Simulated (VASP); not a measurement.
# Hf4O3 (P-3m1) in VASP: further runs

The runs below take Hf4O3 through single point, with PBE.

Program: VASP 6.6.1. These are calculated values, not measurements. Logs are shortened: lines on timing, memory, paths and dates and some standing lists are left out, and cuts for length are marked.

### Step 1. The cell of the first run

It takes space group P-3m1 (No. 164, trigonal). Conventional cell: a = 3.170 Å, b = 3.170 Å, c = 10.978 Å, α = 90.00°, β = 90.00°, γ = 120.00°. Hf (site symmetry 3m) has 3 O at 2.33 Å and 3 Hf at 3.02 Å within 3.1 Å. Hf (site symmetry 3m) has 6 O at 2.30 to 2.33 Å within 3.0 Å. O (site symmetry 3m) has 6 Hf at 2.30 to 2.33 Å and 1 O at 2.84 Å within 3.0 Å. Within 3.1 Å of O (site symmetry -3m) lie 6 Hf at 2.33 Å and 2 O at 2.84 Å.

### Step 2. Single point, PBE

Input file INCAR:

```
PREC = Accurate ; ENCUT = 520
EDIFF = 1E-7 ; ISMEAR = 0
SIGMA = 0.01 ; LREAL = F
LASPH = T ; NELM = 100
ALGO = Normal ; ISIF = 2
LWAVE = F ; LCHARG = F
GGA = PE ; NBANDS = 38
```

Input file KPOINTS:

```
regular mesh
0
Gamma
  12 12 4
```

Input file POSCAR:

```
Hf4O3
1.0
    3.1702186423      0.0000000000      0.0000000000
   -1.5851093211      2.7454898798      0.0000000000
    0.0000000000      0.0000000000     10.9779597070
Hf O
4 3
Direct
    0.3333333333      0.6666666667      0.6092266300
    0.6666666667      0.3333333333      0.3907733700
    0.6666666667      0.3333333333      0.8683423413
    0.3333333333      0.6666666667      0.1316576587
    0.0000000000      0.0000000000      0.7409213156
    0.0000000000      0.0000000000      0.2590786844
    0.0000000000      0.0000000000      0.0000000000
```

Potentials or basis: VASP PAW PBE potentials, release 64 (Hf_pv, O).

Started as:

```bash
cat potpaw_PBE.64/Hf_pv/POTCAR potpaw_PBE.64/O/POTCAR > POTCAR
mpirun -np 1 vasp_std > vasp.out
```

OUTCAR:

```text
PREC = Accurate
   ENCUT = 520
   EDIFF = 1E-7
   ISMEAR = 0
   LREAL = F
   LASPH = T
   NELM = 100
   ISIF = 2
   GGA = PE

 ion  position               nearest neighbor table
   1  0.333  0.667  0.609-   5 2.33   5 2.33   5 2.33   2 3.02   2 3.02   2 3.02   3 3.38   3 3.38
                             3 3.38
   2  0.667  0.333  0.391-   6 2.33   6 2.33   6 2.33   1 3.02   1 3.02   1 3.02   4 3.38   4 3.38
                             4 3.38
   3  0.667  0.333  0.868-   5 2.30   5 2.30   5 2.30   7 2.33   7 2.33   7 2.33   1 3.38   1 3.38
                             1 3.38   4 3.42   4 3.42   4 3.42
   4  0.333  0.667  0.132-   6 2.30   6 2.30   6 2.30   7 2.33   7 2.33   7 2.33   2 3.38   2 3.38
                             2 3.38   3 3.42   3 3.42   3 3.42
   5  0.000  0.000  0.741-   3 2.30   3 2.30   3 2.30   1 2.33   1 2.33   1 2.33
   6  0.000  0.000  0.259-   4 2.30   4 2.30   4 2.30   2 2.33   2 2.33   2 2.33
   7  0.000  0.000  0.000-   3 2.33   4 2.33   4 2.33   3 2.33   3 2.33   4 2.33

  LATTYP: Found a hexagonal cell.
 ALAT       =     3.1702186423
 C/A-ratio  =     3.4628399318

  Lattice vectors:

 A1 = (   3.1702186423,   0.0000000000,   0.0000000000)
 A2 = (  -1.5851093211,   2.7454898798,   0.0000000000)
 A3 = (   0.0000000000,   0.0000000000,  10.9779597070)

Analysis of symmetry for initial positions (statically):
=====================================================================
 Subroutine PRICEL returns:
 Original cell was already a primitive cell.

 Routine SETGRP: Setting up the symmetry group for a
 hexagonal supercell.

 Subroutine GETGRP returns: Found 12 space group operations
 (whereof 12 operations were pure point group operations)
 out of a pool of 24 trial point group operations.

The static configuration has the point symmetry D_3d.

Analysis of symmetry for dynamics (positions and initial velocities):
=====================================================================
 Subroutine PRICEL returns:
 Original cell was already a primitive cell.

 Routine SETGRP: Setting up the symmetry group for a
 hexagonal supercell.

 Subroutine GETGRP returns: Found 12 space group operations
 (whereof 12 operations were pure point group operations)
 out of a pool of 24 trial point group operations.

The dynamic configuration has the point symmetry D_3d.

 Subroutine INISYM returns: Found 12 space group operations
 (whereof 12 operations are pure point group operations),
 and found     1 'primitive' translations

----------------------------------------------------------------------------------------

                                     Primitive cell

  volume of cell :      95.5500

  direct lattice vectors                    reciprocal lattice vectors
     3.170218642  0.000000000  0.000000000     0.315435657  0.182116861  0.000000000
    -1.585109321  2.745489880  0.000000000     0.000000000  0.364233723  0.000000000
     0.000000000  0.000000000 10.977959707     0.000000000  0.000000000  0.091091608

  length of vectors
     3.170218642  3.170218642 10.977959707     0.364233723  0.364233723  0.091091608

  position of ions in fractional coordinates (direct lattice)
     0.333333333  0.666666667  0.609226630
     0.666666667  0.333333333  0.390773370
     0.666666667  0.333333333  0.868342341
     0.333333333  0.666666667  0.131657659
     0.000000000  0.000000000  0.740921316
     0.000000000  0.000000000  0.259078684
     0.000000000  0.000000000  0.000000000

  ion indices of the primitive-cell ions
   primitive index   ion index
                 1           1
                 2           2
                 3           3
                 4           4
                 5           5
                 6           6
                 7           7

----------------------------------------------------------------------------------------

 KPOINTS: regular mesh

Automatic generation of k-mesh.
 Grid dimensions read from file:
 generate k-points for:   12   12    4

 Generating k-lattice:

  Cartesian coordinates                     Fractional coordinates (reciprocal lattice)
     0.026286305  0.015176405  0.000000000     0.083333333  0.000000000  0.000000000
     0.000000000  0.030352810  0.000000000     0.000000000  0.083333333  0.000000000
     0.000000000  0.000000000  0.022772902     0.000000000  0.000000000  0.250000000

  Length of vectors
     0.030352810  0.030352810  0.022772902

  Shift w.r.t. Gamma in fractional coordinates (k-lattice)
     0.000000000  0.000000000  0.000000000

 Subroutine IBZKPT returns following result:
 ===========================================

 Found     69 irreducible k-points:

 Following reciprocal coordinates:
            Coordinates               Weight
  0.000000  0.000000  0.000000      1.000000
  0.083333  0.000000  0.000000      6.000000
  0.166667  0.000000  0.000000      6.000000
  0.250000  0.000000  0.000000      6.000000
  0.333333 -0.000000  0.000000      6.000000
  0.416667 -0.000000  0.000000      6.000000
[... 16 lines left out ...]
  0.166667  0.000000  0.250000      6.000000
  0.000000  0.166667  0.250000      6.000000
 [... further k-points ...]
   k-points           NKPTS =     69   k-points in BZ     NKDIM =     69   number of bands    NBANDS=     38
   number of dos      NEDOS =    301   number of ions     NIONS =      7
   total plane-waves  NPLWV =  48384
   dimension x,y,z NGX =    24 NGY =   24 NGZ =   84
   dimension x,y,z NGXF=    48 NGYF=   48 NGZF=  168
   ions per type =               4   3
   NGX,Y,Z   is equivalent  to a cutoff of  12.59, 12.59, 12.72 a.u.
   NGXF,Y,Z  is equivalent  to a cutoff of  25.17, 25.17, 25.44 a.u.
 SYSTEM =  unknown system
   PREC   = accura    normal or accurate (medium, high low for compatibility)
   ISTART =      0    job   : 0-new  1-cont  2-samecut
   ICHARG =      2    charge: 1-file 2-atom 10-const
   ISPIN  =      1    spin polarized calculation?
   LNONCOLLINEAR =      F non collinear calculations
   LSORBIT =      F    spin-orbit coupling
   LASPH  =      T    aspherical Exc in radial PAW
   ENCUT  =  520.0 eV  38.22 Ry    6.18 a.u.   5.89  5.89 20.41*2*pi/ulx,y,z
   NELM   =    100;   NELMIN=  2; NELMDL= -5     # of ELM steps
   EDIFF  = 0.1E-06   stopping-criterion for ELM
   LREAL  =      F    real-space projection
   EDIFFG = 0.1E-05   stopping-criterion for IOM
   NSW    =      0    number of steps for IOM
   IBRION =     -1    ionic relax: 0-MD 1-quasi-New 2-CG
   NFREE  =      0    steps in history (QN), initial steepest desc. (CG)
   ISIF   =      2    stress and relaxation
   ISYM   =      2    0-nonsym 1-usesym 2-fastsym
   POTIM  = 0.5000    time-step for ionic-motion
   TEBEG  =    0.0;   TEEND  =   0.0 temperature during run
   PSTRESS=    0.0 pullay stress
   NELECT =      58.0000    total number of electrons
   NUPDOWN=      -1.0000    fix difference up-down
   EMIN   =  10.00;   EMAX   =-10.00  energy-range for DOS
   EFERMI =   0.00;   METHOD = LEGACY
   ISMEAR =     0;   SIGMA  =   0.01  broadening in eV -4-tet -1-fermi 0-gaus
   EFERMI_NEDOS =   21; number of points for ismear=-14 and -15
   IALGO  =     38    algorithm
   IMIX   =      4    mixing-type and parameters
     AMIX     =   0.40;   BMIX     =  1.00
     AMIX_MAG =   1.60;   BMIX_MAG =  1.00
  volume/ion in A,a.u.               =      13.65        92.11
  Fermi-wavevector in a.u.,A,eV,Ry     =   1.386141  2.619426 26.142038  1.921386
  Thomas-Fermi vector in A             =   2.510484
   LORBIT       =      0    0 simple, 1 ext, 2 COOP (PROOUT), +10 PAW based schemes
   GGA     = PE    functional components
   LHFCALC =     F    Hartree Fock is set to
   AEXX    =    0.0000 exact exchange contribution
   IVDW    =     0    specifies the selected vdW correction
   LEPSILON=     F    determine dielectric tensor
   LRPA    =     F    only Hartree local field effects (RPA)
 non-spin polarized calculation
 Gauss-broadening in eV      SIGMA  =   0.01
  energy-cutoff  :      520.00
  volume of cell :       95.55
 maximum number of plane-waves:      2600
   NGX = 11   NGY = 11   NGZ = 41

 number of electron      57.9999995 magnetization

 Free energy of the ion-electron system (eV)
  ---------------------------------------------------
  ext. energy  EPLUGINS =         0.00000000
  ---------------------------------------------------
  free energy    TOTEN  =       -68.68972162 eV

  energy without entropy =      -68.68972151  energy(sigma->0) =      -68.68972156

 E-fermi :   7.2129     XC(G=0): -12.1438

 val. band max:        7.1865669438   @ k =   0.0000   0.1667   0.2500
 cond. band min:       7.2379611879   @ k =   0.5000   0.0000   0.5000
 fundamental gap:      0.0513942440
 Fermi energy:         7.2128969850

 k-point     1 :       0.0000    0.0000    0.0000
  band No.  band energies     occupation
      1     -25.2499      2.00000
      2     -24.9472      2.00000
      3     -24.3710      2.00000
      4     -24.3710      2.00000
      5     -24.3557      2.00000
      6     -24.3557      2.00000
[... 30 lines left out ...]
     37       8.8346      0.00000
     38       9.6310      0.00000

 k-point     2 :       0.0833    0.0000    0.0000
  band No.  band energies     occupation
      1     -25.2317      2.00000
      2     -24.9411      2.00000
      3     -24.4222      2.00000
      4     -24.4098      2.00000
      5     -24.3836      2.00000
      6     -24.3641      2.00000
[... 30 lines left out ...]
     37       9.0593      0.00000
     38       9.4112      0.00000

 k-point     3 :       0.1667    0.0000    0.0000
  band No.  band energies     occupation
      1     -25.1815      2.00000
      2     -24.9264      2.00000
      3     -24.5667      2.00000
      4     -24.5381      2.00000
      5     -24.4161      2.00000
      6     -24.3885      2.00000
[... 30 lines left out ...]
     37       9.4404      0.00000
[... 781 lines left out ...]
 k-point    23 :       0.1667    0.0000    0.2500
  band No.  band energies     occupation
      1     -25.1796      2.00000
      2     -24.9301      2.00000
      3     -24.5666      2.00000
      4     -24.5368      2.00000
      5     -24.4161      2.00000
      6     -24.3885      2.00000
[... 30 lines left out ...]
     37       9.5237      0.00000
     38       9.6793      0.00000

 k-point    24 :       0.0000    0.1667    0.2500
  band No.  band energies     occupation
      1     -25.1795      2.00000
      2     -24.9305      2.00000
      3     -24.5647      2.00000
      4     -24.5386      2.00000
      5     -24.4161      2.00000
      6     -24.3885      2.00000
[... 30 lines left out ...]
     37       9.3469      0.00000
     38       9.4837      0.00000

 [... further k-points ...]
[... 5 lines left out ...]
  --------------------------------------------------------------------------------------
  -------------------------------------------------------------------------------------
  Total       -1.1810250     -1.1810250     -1.3579610     -0.0000000      0.0000000      0.0000000
  in kB      -19.8033651    -19.8033651    -22.7702178     -0.0000000      0.0000000      0.0000000
  external PRESSURE =     -20.7923160 kB  Pullay stress =       0.0000000 kB

 VOLUME and BASIS-vectors are now :
 -----------------------------------------------------------------------------
  energy-cutoff  :      520.00
  volume of cell :       95.55
      direct lattice vectors                 reciprocal lattice vectors
     3.170218642  0.000000000  0.000000000     0.315435657  0.182116861  0.000000000
    -1.585109321  2.745489880  0.000000000     0.000000000  0.364233723  0.000000000
     0.000000000  0.000000000 10.977959707     0.000000000  0.000000000  0.091091608

 POSITION                                       TOTAL-FORCE (eV/Angst)
 -----------------------------------------------------------------------------------
     -0.00000      1.83033      6.68807         0.000000     -0.000000      0.074257
      1.58511      0.91516      4.28989        -0.000000      0.000000     -0.074257
      1.58511      0.91516      9.53263         0.000000     -0.000000     -0.000378
     -0.00000      1.83033      1.44533        -0.000000      0.000000      0.000378
      0.00000      0.00000      8.13380         0.000000      0.000000      0.012856
      0.00000      0.00000      2.84416        -0.000000     -0.000000     -0.012856
      0.00000      0.00000      0.00000         0.000000      0.000000      0.000000
 -----------------------------------------------------------------------------------
    total drift:                                0.000000     -0.000000      0.000000

  FREE ENERGIE OF THE ION-ELECTRON SYSTEM (eV)
  ---------------------------------------------------
  free  energy   TOTEN  =       -68.6897216197 eV

  energy  without entropy=      -68.6897215073  energy(sigma->0) =      -68.68972156
```

It took 5.5 min on 1 thread of Intel Xeon 8259CL, shared host; peak memory 0.34 GiB.

What came out:

| Item | Value |
| --- | --- |
| Free energy | -68.6897 eV |
| Pressure | -2.1 GPa |
| Largest force | 0.074 eV/Å |
| Band gap on the k mesh | 0.05 eV, indirect (least direct gap 0.09 eV) |

Forces in eV/Å, atoms in the order of the input:
```
Hf   0.000  0.000  0.074
Hf   0.000  0.000 -0.074
Hf   0.000  0.000  0.000
Hf   0.000  0.000  0.000
O    0.000  0.000  0.013
O    0.000  0.000 -0.013
O    0.000  0.000  0.000
```

Levels at points of the mesh, in eV from the valence-band top:
```csv
k point,band 26,band 27,band 28,band 29,band 30,band 31,band 32,band 33
"(0.00, 0.00, 0.00)",-2.04,-0.94,-0.79,-0.10,0.57,0.63,0.63,0.86
"(0.50, 0.00, 0.00)",-1.82,-1.69,-1.01,-0.93,0.93,1.40,2.08,2.70
"(0.00, 0.00, 0.50)",-2.73,-1.01,-0.54,-0.19,0.45,0.45,0.57,1.35
"(0.50, 0.00, 0.50)",-2.65,-1.32,-1.30,-0.04,0.05,1.97,2.08,2.22
```

Caveat: spin-orbit coupling is left out, which moves the levels of the heavy elements.

(Part 1 of 2 ends here.)
